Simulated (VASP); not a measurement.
Ir: single point with LDA

The system is Ir.

```
CELL_PARAMETERS angstrom
0.00000 1.90609 1.90609
1.90609 0.00000 1.90609
1.90609 1.90609 0.00000
ATOMIC_POSITIONS crystal
Ir 0.00000 0.00000 0.00000
```

| Quantity | Value |
| --- | --- |
| Program | VASP 6.6.1 |
| Task | single point |
| Functional | LDA |
| Potentials or basis | VASP PAW LDA potentials, release 64 (Ir) |
| Cutoff | 520 eV |
| k mesh | 11 × 11 × 11 |
| Occupations | fermi-dirac, width 0.1 eV |
| Spin | no spin polarisation |
| Dipole correction | no |
| Further INCAR settings | ALGO = Normal; EDIFF = 1e-06; NBANDS = 10 |

| Quantity | Value |
| --- | --- |
| Pressure | 3.1 GPa |

Levels at points of the mesh, in eV from the Fermi level:
```csv
k point,band 1,band 2,band 3,band 4,band 5,band 6,band 7,band 8,band 9
"(0.00, 0.00, 0.00)",-11.27,-3.98,-3.98,-3.98,-1.16,-1.16,14.36,20.03,20.03
```

It took 6.6 s on 1 thread of Intel Xeon 6975P-C (shared host), peak memory 0.12 GiB.

Caveat: spin-orbit coupling is left out, which moves the levels of the heavy elements.
